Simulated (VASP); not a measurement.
Write the native input for VASP 6.6.1 that does the following.

| Property | Result |
| --- | --- |
| Task | single point |
| Functional | r2SCAN |
| Potentials or basis | VASP PAW PBE potentials, release 64 (In_d, P) |
| Cutoff | 520 eV |
| k mesh | 14 × 14 × 14 |
| Occupations | fermi-dirac, width 0.05 eV |
| Spin | no spin polarisation |
| Dipole correction | no |
| Further INCAR settings | ALGO = Normal; EDIFF = 1e-07; NBANDS = 16 |

The system is InP (rocksalt type).

```
In P
1.0
     0.00000    2.74776    2.74776
     2.74776    0.00000    2.74776
     2.74776    2.74776    0.00000
In P
1 1
Direct
  0.00000 0.00000 0.00000
  0.50000 0.50000 0.50000
```

One way to write it, as run:

POSCAR

```
InP
1.0
    0.0000000000      2.7477570279      2.7477570279
    2.7477570279      0.0000000000      2.7477570279
    2.7477570279      2.7477570279      0.0000000000
In P
1 1
Direct
    0.0000000000      0.0000000000      0.0000000000
    0.5000000000      0.5000000000      0.5000000000
```

INCAR.step1

```
  PREC = Accurate
  ENCUT = 520
  ISMEAR = -1
  SIGMA = 0.05
  LREAL = F
  LASPH = T
  NELM = 60
  NBANDS = 16
  GGA = PE
  ALGO = Normal
  EDIFF = 1E-4
  LWAVE = T
  LCHARG = F
```

INCAR.step2

```
  PREC = Accurate
  ENCUT = 520
  EDIFF = 1E-7
  ISMEAR = -1
  SIGMA = 0.05
  LREAL = F
  LASPH = T
  NELM = 60
  ALGO = Normal
  ISIF = 2
  LWAVE = F
  LCHARG = F
  METAGGA = R2SCAN
  LMIXTAU = T
  NBANDS = 16
  ISTART = 1
```

KPOINTS

```
Automatic mesh
0
Gamma
  14 14 14
```

Potentials or basis: VASP PAW PBE potentials, release 64 (In_d, P).

Launch:

```bash
$ cat potpaw_PBE.64/In_d/POTCAR potpaw_PBE.64/P/POTCAR > POTCAR
$ cp INCAR.step1 INCAR
$ mpirun -np 1 vasp_std > vasp.out
$ cp INCAR.step2 INCAR
$ mpirun -np 1 vasp_std > vasp.out
```

It gave:

| Item | Value |
| --- | --- |
| Pressure | 0.0 GPa |
| Band gap on the k mesh | zero (bands 9 and 10 overlap by 2.61 eV) |

Caveat: the PAW data sets were made with another functional, which shifts forces and pressure a little; spin-orbit coupling is left out, which moves the levels of the heavy elements.

Run time: 9.5 min on 1 thread of Intel Xeon 8259CL, on a shared host, peak memory 0.22 GiB.
